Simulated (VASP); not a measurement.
# SrVO3 (Pm-3m) in VASP: notebook

SrVO3 is run at these levels: PBE+U; tasks: single point.

Everything below comes from runs of VASP 6.6.1. Logs are shortened: lines on timing, memory, paths and dates and some standing lists are left out, and cuts for length are marked.

## Step 1: The cell of the first run

Symmetry: Pm-3m, No. 221, cubic system. Conventional cell: a = 3.842 Å, b = 3.842 Å, c = 3.842 Å, α = 90.00°, β = 90.00°, γ = 90.00°. Sr (site symmetry m-3m) has 12 O at 2.72 Å and 8 V at 3.33 Å within 3.6 Å. Within 2.5 Å of V (site symmetry m-3m) lie 6 O at 1.92 Å. O (site symmetry 4/mmm) has 2 V at 1.92 Å within 2.5 Å.

## Step 2: Single point, PBE+U, collinear spin, ferromagnetic start

File INCAR:

```
SYSTEM = SrVO3
  PREC = Accurate
  ENCUT = 520
  EDIFF = 1E-7
  ISMEAR = -1
  SIGMA = 0.1
  LREAL = .FALSE.
  LASPH = .TRUE.
  NELM = 150
  ALGO = Normal
  ISIF = 2
  LWAVE = .FALSE.
  LCHARG = .FALSE.
  ISPIN = 2
  MAGMOM = 0 1.9 0 0 0
  LORBIT = 11
  NUPDOWN = 1.9
  LMAXMIX = 4
  LDAU = .TRUE.
  LDAUTYPE = 2
  LDAUL = -1 2 -1
  LDAUU = 0 6.2 0
  LDAUJ = 0 0 0
  LDAUPRINT = 1
  GGA = PE
  NBANDS = 32
```

File KPOINTS:

```
Automatic mesh
0
G
  5 5 5
  0 0 0
```

File POSCAR:

```
SrVO3
1.0
    3.8425000000      0.0000000000      0.0000000000
    0.0000000000      3.8425000000      0.0000000000
    0.0000000000      0.0000000000      3.8425000000
Sr V O
1 1 3
Direct
    0.0000000000      0.0000000000      0.0000000000
    0.5000000000      0.5000000000      0.5000000000
    0.5000000000      0.0000000000      0.5000000000
    0.0000000000      0.5000000000      0.5000000000
    0.5000000000      0.5000000000      0.0000000000
```

Potentials or basis: VASP PAW PBE potentials, release 64 (Sr_sv, V_sv, O).

Started as:

```
cat potpaw_PBE.64/Sr_sv/POTCAR potpaw_PBE.64/V_sv/POTCAR potpaw_PBE.64/O/POTCAR > POTCAR
mpirun -np 1 vasp_std > vasp.out
```

OUTCAR:

```text
SYSTEM = SrVO3
   PREC = Accurate
   ENCUT = 520
   EDIFF = 1E-7
   ISMEAR = -1
   LREAL = .FALSE.
   LASPH = .TRUE.
   NELM = 150
   ISIF = 2
   ISPIN = 2
   LORBIT = 11
   NUPDOWN = 1.9
   GGA = PE

 ion  position               nearest neighbor table
   1  0.000  0.000  0.000-   3 2.72   4 2.72   5 2.72   3 2.72   4 2.72   4 2.72   5 2.72   4 2.72
                             3 2.72   5 2.72   3 2.72   5 2.72   2 3.33   2 3.33   2 3.33   2 3.33
   2  0.500  0.500  0.500-   3 1.92   4 1.92   5 1.92   5 1.92   3 1.92   4 1.92   1 3.33   1 3.33
                             1 3.33   1 3.33   1 3.33   1 3.33   1 3.33   1 3.33
   3  0.500  0.000  0.500-   2 1.92   2 1.92   1 2.72   1 2.72   1 2.72   1 2.72
   4  0.000  0.500  0.500-   2 1.92   2 1.92   1 2.72   1 2.72   1 2.72   1 2.72
   5  0.500  0.500  0.000-   2 1.92   2 1.92   1 2.72   1 2.72   1 2.72   1 2.72

  LATTYP: Found a simple cubic cell.
 ALAT       =     3.8425000000

  Lattice vectors:

 A1 = (   3.8425000000,   0.0000000000,   0.0000000000)
 A2 = (   0.0000000000,   3.8425000000,   0.0000000000)
 A3 = (   0.0000000000,   0.0000000000,   3.8425000000)

Analysis of symmetry for initial positions (statically):
=====================================================================
 Subroutine PRICEL returns:
 Original cell was already a primitive cell.

 Routine SETGRP: Setting up the symmetry group for a
 simple cubic supercell.

 Subroutine GETGRP returns: Found 48 space group operations
 (whereof 48 operations were pure point group operations)
 out of a pool of 48 trial point group operations.

The static configuration has the point symmetry O_h .

Analysis of symmetry for dynamics (positions and initial velocities):
=====================================================================
 Subroutine PRICEL returns:
 Original cell was already a primitive cell.

 Routine SETGRP: Setting up the symmetry group for a
 simple cubic supercell.

 Subroutine GETGRP returns: Found 48 space group operations
 (whereof 48 operations were pure point group operations)
 out of a pool of 48 trial point group operations.

The dynamic configuration has the point symmetry O_h .

Analysis of structural, dynamic, and magnetic symmetry:
=====================================================================
 Subroutine PRICEL returns:
 Original cell was already a primitive cell.

 Routine SETGRP: Setting up the symmetry group for a
 simple cubic supercell.

 Subroutine GETGRP returns: Found 48 space group operations
 (whereof 48 operations were pure point group operations)
 out of a pool of 48 trial point group operations.

The overall configuration has the point symmetry O_h .

 Subroutine INISYM returns: Found 48 space group operations
 (whereof 48 operations are pure point group operations),
 and found     1 'primitive' translations

----------------------------------------------------------------------------------------

                                     Primitive cell

  volume of cell :      56.7338

  direct lattice vectors                    reciprocal lattice vectors
     3.842500000  0.000000000  0.000000000     0.260247235  0.000000000  0.000000000
     0.000000000  3.842500000  0.000000000     0.000000000  0.260247235  0.000000000
     0.000000000  0.000000000  3.842500000     0.000000000  0.000000000  0.260247235

  length of vectors
     3.842500000  3.842500000  3.842500000     0.260247235  0.260247235  0.260247235

  position of ions in fractional coordinates (direct lattice)
     0.000000000  0.000000000  0.000000000
     0.500000000  0.500000000  0.500000000
     0.500000000  0.000000000  0.500000000
     0.000000000  0.500000000  0.500000000
     0.500000000  0.500000000  0.000000000

  ion indices of the primitive-cell ions
   primitive index   ion index
                 1           1
                 2           2
                 3           3
                 4           4
                 5           5

----------------------------------------------------------------------------------------

 KPOINTS: Automatic mesh

Automatic generation of k-mesh.
 Grid dimensions read from file:
 generate k-points for:    5    5    5

 Generating k-lattice:

  Cartesian coordinates                     Fractional coordinates (reciprocal lattice)
     0.052049447  0.000000000  0.000000000     0.200000000  0.000000000  0.000000000
[... 36 lines left out ...]
   ISTART =      0    job   : 0-new  1-cont  2-samecut
   ICHARG =      2    charge: 1-file 2-atom 10-const
   ISPIN  =      2    spin polarized calculation?
   LNONCOLLINEAR =      F non collinear calculations
   LSORBIT =      F    spin-orbit coupling
   LASPH  =      T    aspherical Exc in radial PAW
   ENCUT  =  520.0 eV  38.22 Ry    6.18 a.u.   7.14  7.14  7.14*2*pi/ulx,y,z
   NELM   =    150;   NELMIN=  2; NELMDL= -5     # of ELM steps
   EDIFF  = 0.1E-06   stopping-criterion for ELM
   LREAL  =      F    real-space projection
   EDIFFG = 0.1E-05   stopping-criterion for IOM
   NSW    =      0    number of steps for IOM
   IBRION =     -1    ionic relax: 0-MD 1-quasi-New 2-CG
   NFREE  =      0    steps in history (QN), initial steepest desc. (CG)
   ISIF   =      2    stress and relaxation
   ISYM   =      2    0-nonsym 1-usesym 2-fastsym
   POTIM  = 0.5000    time-step for ionic-motion
   TEBEG  =    0.0;   TEEND  =   0.0 temperature during run
   PSTRESS=    0.0 pullay stress
   NELECT =      41.0000    total number of electrons
   NUPDOWN=       1.9000    fix difference up-down
   EMIN   =  10.00;   EMAX   =-10.00  energy-range for DOS
   EFERMI =   0.00;   METHOD = LEGACY
   ISMEAR =    -1;   SIGMA  =   0.10  broadening in eV -4-tet -1-fermi 0-gaus
   EFERMI_NEDOS =   21; number of points for ismear=-14 and -15
   IALGO  =     38    algorithm
   IMIX   =      4    mixing-type and parameters
     AMIX     =   0.40;   BMIX     =  1.00
     AMIX_MAG =   1.60;   BMIX_MAG =  1.00
  volume/ion in A,a.u.               =      11.35        76.57
  Fermi-wavevector in a.u.,A,eV,Ry     =   1.469114  2.776223 29.365409  2.158297
  Thomas-Fermi vector in A             =   2.584531
   LORBIT       =     11    0 simple, 1 ext, 2 COOP (PROOUT), +10 PAW based schemes
 LDA+U is selected, type is set to LDAUTYPE =  2
   angular momentum for each species LDAUL =    -1    2   -1
   U (eV)           for each species LDAUU =   0.0  6.2  0.0
   J (eV)           for each species LDAUJ =   0.0  0.0  0.0
   GGA     = PE    functional components
   LHFCALC =     F    Hartree Fock is set to
   AEXX    =    0.0000 exact exchange contribution
   IVDW    =     0    specifies the selected vdW correction
   LEPSILON=     F    determine dielectric tensor
   LRPA    =     F    only Hartree local field effects (RPA)
 spin polarized calculation
  energy-cutoff  :      520.00
  volume of cell :       56.73
 maximum number of plane-waves:      1551
 NGX is ok and might be reduce to    30
   NGX = 15   NGY = 15   NGZ = 15

atom =   2  type =  2  l = 2

 onsite density matrix

spin component  1

  0.5627  0.0000 -0.0000 -0.0000 -0.0000
  0.0000  0.5627 -0.0000 -0.0000  0.0000
 -0.0000 -0.0000  0.2692 -0.0000  0.0000
 -0.0000 -0.0000 -0.0000  0.5627 -0.0000
 -0.0000  0.0000  0.0000 -0.0000  0.2692

spin component  2

  0.0707 -0.0000  0.0000  0.0000  0.0000
 -0.0000  0.0707  0.0000  0.0000 -0.0000
  0.0000  0.0000  0.2452  0.0000 -0.0000
  0.0000  0.0000  0.0000  0.0707  0.0000
  0.0000 -0.0000 -0.0000  0.0000  0.2452

 occupancies and eigenvectors

  o =  0.0707  v =  0.0000  0.0000  0.0000  0.0000  0.0000  1.0000  0.0000  0.0000  0.0000  0.0000      0.0000  0.0000  0.0000  0.0000  0.0000  0.0000  0.0000  0.0000  0.0000  0.0000
  o =  0.0707  v =  0.0000  0.0000  0.0000  0.0000  0.0000  0.0000  0.9956  0.0000 -0.0937 -0.0000      0.0000  0.0000  0.0000  0.0000  0.0000  0.0000  0.0000  0.0000  0.0000  0.0000
  o =  0.0707  v =  0.0000  0.0000  0.0000  0.0000  0.0000  0.0000  0.0937  0.0000  0.9956 -0.0000      0.0000  0.0000  0.0000  0.0000  0.0000  0.0000  0.0000  0.0000  0.0000  0.0000
  o =  0.2452  v =  0.0000  0.0000  0.0000  0.0000  0.0000  0.0000  0.0000 -1.0000 -0.0000 -0.0006      0.0000  0.0000  0.0000  0.0000  0.0000  0.0000  0.0000  0.0000  0.0000  0.0000
  o =  0.2452  v =  0.0000  0.0000  0.0000  0.0000  0.0000  0.0000 -0.0000 -0.0006 -0.0000  1.0000      0.0000  0.0000  0.0000  0.0000  0.0000  0.0000  0.0000  0.0000  0.0000  0.0000
  o =  0.2692  v =  0.0000  0.0000  1.0000 -0.0000 -0.0013  0.0000  0.0000  0.0000  0.0000  0.0000      0.0000  0.0000  0.0000  0.0000  0.0000  0.0000  0.0000  0.0000  0.0000  0.0000
  o =  0.2692  v =  0.0000  0.0000 -0.0013  0.0000 -1.0000  0.0000  0.0000  0.0000  0.0000  0.0000      0.0000  0.0000  0.0000  0.0000  0.0000  0.0000  0.0000  0.0000  0.0000  0.0000
  o =  0.5627  v =  1.0000  0.0000  0.0000  0.0000  0.0000  0.0000  0.0000  0.0000  0.0000  0.0000      0.0000  0.0000  0.0000  0.0000  0.0000  0.0000  0.0000  0.0000  0.0000  0.0000
  o =  0.5627  v =  0.0000  0.2806 -0.0000  0.9598  0.0000  0.0000  0.0000  0.0000  0.0000  0.0000      0.0000  0.0000  0.0000  0.0000  0.0000  0.0000  0.0000  0.0000  0.0000  0.0000
  o =  0.5627  v =  0.0000  0.9598 -0.0000 -0.2806  0.0000  0.0000  0.0000  0.0000  0.0000  0.0000      0.0000  0.0000  0.0000  0.0000  0.0000  0.0000  0.0000  0.0000  0.0000  0.0000

 number of electron      41.0000018 magnetization       1.9000002

 Free energy of the ion-electron system (eV)
  ---------------------------------------------------
  ext. energy  EPLUGINS =         0.00000000
  ---------------------------------------------------
  free energy    TOTEN  =       -32.57293642 eV

  energy without entropy =      -32.45548146  energy(sigma->0) =      -32.51420894

 E-fermi :   3.9891     XC(G=0): -11.5578

 val. band max:        5.7110726829   @ k =   0.4000   0.2000   0.2000
 cond. band min:       3.9995015672   @ k =   0.0000   0.0000   0.0000
 fundamental gap:     -1.7115711157
 Fermi energy:         6.2141704704

 spin component 1

 k-point     1 :       0.0000    0.0000    0.0000
  band No.  band energies     occupation
      1     -60.0520      1.00000
      2     -33.8979      1.00000
      3     -33.8979      1.00000
      4     -33.8979      1.00000
      5     -28.2396      1.00000
      6     -13.5151      1.00000
[... 339 lines left out ...]
     31      15.4460      0.00000
     32      18.7600      0.00000
 Fermi energy:         3.9890580021

 spin component 2

 k-point     1 :       0.0000    0.0000    0.0000
  band No.  band energies     occupation
      1     -58.4615      1.00000
      2     -32.3301      1.00000
      3     -32.3301      1.00000
      4     -32.3301      1.00000
      5     -28.2441      1.00000
      6     -13.3390      1.00000
[... 339 lines left out ...]
     31      15.5426      0.00000
     32      18.8701      0.00000

------------------------ aborting loop because EDIFF is reached ----------------------------------------

  FORCE on cell =-STRESS in cart. coord.  units (eV):
  Direction    XX          YY          ZZ          XY          YZ          ZX
  --------------------------------------------------------------------------------------
  -------------------------------------------------------------------------------------
  Total        6.3051978      6.3051978      6.3051978      0.0000000      0.0000000      0.0000000
  in kB      178.0605322    178.0605322    178.0605322      0.0000000      0.0000000      0.0000000
  external PRESSURE =     178.0605322 kB  Pullay stress =       0.0000000 kB

 VOLUME and BASIS-vectors are now :
 -----------------------------------------------------------------------------
  energy-cutoff  :      520.00
  volume of cell :       56.73
      direct lattice vectors                 reciprocal lattice vectors
     3.842500000  0.000000000  0.000000000     0.260247235  0.000000000  0.000000000
     0.000000000  3.842500000  0.000000000     0.000000000  0.260247235  0.000000000
     0.000000000  0.000000000  3.842500000     0.000000000  0.000000000  0.260247235

 POSITION                                       TOTAL-FORCE (eV/Angst)
 -----------------------------------------------------------------------------------
      0.00000      0.00000      0.00000         0.000000      0.000000      0.000000
      1.92125      1.92125      1.92125         0.000000      0.000000      0.000000
      1.92125      0.00000      1.92125         0.000000      0.000000      0.000000
      0.00000      1.92125      1.92125         0.000000      0.000000      0.000000
      1.92125      1.92125      0.00000         0.000000      0.000000      0.000000
 -----------------------------------------------------------------------------------
    total drift:                                0.000000      0.000000     -0.000000

  FREE ENERGIE OF THE ION-ELECTRON SYSTEM (eV)
  ---------------------------------------------------
  free  energy   TOTEN  =       -32.5729364177 eV

  energy  without entropy=      -32.4554814631  energy(sigma->0) =      -32.51420894

 total charge

# of ion       s       p       d       tot
------------------------------------------
    1        2.001   5.805   0.221   8.027
    2        2.289   6.357   2.894  11.540
    3        1.568   3.491   0.000   5.059
    4        1.568   3.491   0.000   5.059
    5        1.568   3.491   0.000   5.059
--------------------------------------------------
tot          8.994  22.636   3.115  34.745

 magnetization (x)

# of ion       s       p       d       tot
------------------------------------------
    1       -0.002  -0.003  -0.000  -0.005
    2        0.010   0.013   1.519   1.542
    3       -0.000   0.074   0.000   0.073
    4       -0.000   0.074   0.000   0.073
    5       -0.000   0.074   0.000   0.073
--------------------------------------------------
tot          0.007   0.232   1.519   1.758
```

Run time: 40 s. Hardware: 1 thread of Intel Xeon Platinum 8488C (Sapphire Rapids), shared host; peak memory 0.2 GiB.

Results:

- Free energy: -32.5729 eV
- Pressure: 17.8 GPa
- Net moment: 1.90 μB per cell
- Site moments: Sr -0.01; V +1.54; O +0.07 μB
- Valence electrons inside the program's atomic spheres: Sr 8.03; V 11.54; O 5.06

Eigenvalues of the final occupation matrices:
```csv
site,spin,trace,eigenvalues
site 2 d,1,2.23,0.27 0.27 0.56 0.56 0.56
site 2 d,2,0.70,0.07 0.07 0.07 0.25 0.25
```

Caveat: the total moment is fixed, so each spin has its own Fermi level.

## Step 3: Single point, PBE+U, collinear spin, ferromagnetic start

File INCAR:

```
SYSTEM = SrVO3
PREC     = Accurate       ! precision mode
ENCUT    = 520            ! plane-wave cutoff, eV
EDIFF    = 1E-6           ! SCF threshold, eV
ISMEAR   = -1             ! smearing method
SIGMA    = 0.1            ! smearing width, eV
LREAL    = .FALSE.        ! projectors in reciprocal space
LASPH    = .TRUE.         ! aspherical terms in the spheres
NELM     = 150            ! most SCF steps
ALGO     = Normal         ! electronic algorithm
ISIF     = 2              ! what is computed and relaxed
LWAVE    = .FALSE.        ! write WAVECAR
LCHARG   = .TRUE.         ! write CHGCAR
ISPIN    = 2              ! spin polarisation
MAGMOM   = 0 0.24 0 0 0   ! initial moments
LORBIT   = 11             ! projections on sites
NUPDOWN  = 0.24           ! fixed moment
LMAXMIX  = 4              ! l up to which the mixer works
LDAU     = .TRUE.         ! DFT+U
LDAUTYPE = 2            
LDAUL    = -1 2 -1        ! shell
LDAUU    = 0 6.2 0        ! U, eV
LDAUJ    = 0 0 0        
LDAUPRINT= 1            
GGA      = PE             ! functional
LELF     = .TRUE.         ! ELF
LVHAR    = .TRUE.       
NBANDS   = 32             ! bands
```

File KPOINTS:

```
regular mesh
0
G
  5 5 5
  0 0 0
```

POSCAR is that of step 2.

Potentials or basis: VASP PAW PBE potentials, release 64 (Sr_sv, V_sv, O).

Started as:

```
cat potpaw_PBE.64/Sr_sv/POTCAR potpaw_PBE.64/V_sv/POTCAR potpaw_PBE.64/O/POTCAR > POTCAR
mpirun -np 1 vasp_std > vasp.out
```

Wall time 44 s (1 thread of Intel Xeon Platinum 8488C (Sapphire Rapids), shared host); peak memory 0.2 GiB.

It converged, with:

* Free energy: -32.9059 eV
* Pressure: 9.0 GPa
* Net moment: 0.24 μB per cell
* Site moments: Sr -0.00; V +0.31; O -0.02 μB
* Valence electrons inside the program's atomic spheres: Sr 8.03; V 11.44; O 5.07

Eigenvalues of the final occupation matrices:
| site | spin | trace | eigenvalues |
| --- | --- | --- | --- |
| site 2 d | 1 | 1.56 | 0.30 0.30 0.32 0.32 0.32 |
| site 2 d | 2 | 1.25 | 0.23 0.23 0.23 0.29 0.29 |

Caveat: the total moment is fixed, so each spin has its own Fermi level.

## Step 4: Single point, PBE+U, collinear spin, ferromagnetic start

File INCAR:

```
SYSTEM = SrVO3
PREC = Accurate
ENCUT = 520
EDIFF = 1E-6
ISMEAR = -1
SIGMA = 0.1
LREAL = .FALSE.
LASPH = .TRUE.
NELM = 150
ALGO = Normal
ISIF = 2
LWAVE = .FALSE.
LCHARG = .FALSE.
ISPIN = 2
MAGMOM = 0 0.71 0 0 0
LORBIT = 11
NUPDOWN = 0.71
LMAXMIX = 4
LDAU = .TRUE.
LDAUTYPE = 2
LDAUL = -1 2 -1
LDAUU = 0 6.2 0
LDAUJ = 0 0 0
LDAUPRINT = 1
GGA = PE
NBANDS = 32
```

File KPOINTS:

```
Automatic mesh
0
G
  5 5 5
  0 0 0
```

POSCAR is that of step 3.

Started as:

```
cat potpaw_PBE.64/Sr_sv/POTCAR potpaw_PBE.64/V_sv/POTCAR potpaw_PBE.64/O/POTCAR > POTCAR
mpirun -np 1 vasp_std > vasp.out
```

Run time: 50 s. Hardware: 1 thread of Intel Xeon Platinum 8488C (Sapphire Rapids), shared host; peak memory 0.2 GiB.

Results (log left out):

| Item | Value |
| --- | --- |
| Free energy | -33.1706 eV |
| Pressure | 10.1 GPa |
| Net moment | 0.71 μB per cell |
| Site moments | Sr -0.00; V +0.90; O -0.07 μB |
| Valence electrons inside the program's atomic spheres | Sr 8.03; V 11.45; O 5.07 |

Eigenvalues of the final occupation matrices:
```csv
site,spin,trace,eigenvalues
site 2 d,1,1.85,0.30 0.30 0.42 0.42 0.42
site 2 d,2,0.97,0.14 0.14 0.14 0.28 0.28
```

Caveat: the total moment is fixed, so each spin has its own Fermi level. The state reached can hang on the start; a lower one may exist.

## Step 5: Single point, PBE+U, collinear spin, ferromagnetic start

File INCAR:

```
PREC = Accurate
ENCUT = 520
EDIFF = 1E-6
ISMEAR = -1
SIGMA = 0.1
LREAL = F
LASPH = T
NELM = 150
ALGO = Normal
ISIF = 2
LWAVE = F
LCHARG = T
ISPIN = 2
MAGMOM = 0 1.19 0 0 0
LORBIT = 11
NUPDOWN = 1.19
LMAXMIX = 4
LDAU = T
LDAUTYPE = 2
LDAUL = -1 2 -1
LDAUU = 0 6.2 0
LDAUJ = 0 0 0
LDAUPRINT = 1
GGA = PE
LELF = T
LVHAR = T
NBANDS = 32
```

File KPOINTS:

```
regular mesh
0
Gamma
  5 5 5
```

POSCAR is that of step 4.

Started as:

```
cat potpaw_PBE.64/Sr_sv/POTCAR potpaw_PBE.64/V_sv/POTCAR potpaw_PBE.64/O/POTCAR > POTCAR
mpirun -np 1 vasp_std > vasp.out
```

It took 54 s on 1 thread of Intel Xeon Platinum 8488C (Sapphire Rapids), shared host; peak memory 0.2 GiB.

It converged, with:

| Quantity | Value |
| --- | --- |
| Free energy | -33.2728 eV |
| Pressure | 12.6 GPa |
| Net moment | 1.19 μB per cell |
| Site moments | Sr -0.00; V +1.31; O -0.06 μB |
| Valence electrons inside the program's atomic spheres | Sr 8.03; V 11.47; O 5.07 |

Eigenvalues of the final occupation matrices:
| site | spin | trace | eigenvalues |
| --- | --- | --- | --- |
| site 2 d | 1 | 2.07 | 0.30 0.30 0.49 0.49 0.49 |
| site 2 d | 2 | 0.78 | 0.08 0.08 0.08 0.27 0.27 |

Caveat: the total moment is fixed, so each spin has its own Fermi level. The state reached can hang on the start; a lower one may exist.

## Step 6: Summary

| fixed moment (μB) | pressure (GPa) | moment (μB) |
| --- | --- | --- |
| 1.9 | 17.8 | 1.90 |
| 0.24 | 9.0 | 0.24 |
| 0.71 | 10.1 | 0.71 |
| 1.19 | 12.6 | 1.19 |

Alike in all rows: task single point; level PBE+U; potentials or basis VASP PAW PBE potentials, release 64 (Sr_sv, V_sv, O); spin collinear, ferromagnetic start; V d U = 6.2 eV; cell as given; k mesh 5 × 5 × 5; cutoff (eV) 520; smearing fermi-dirac 0.1 eV.

Caveats: the total moment is fixed, so each spin has its own Fermi level.

Total energies depend on the potentials used, so only differences within one code and one set of settings carry meaning.
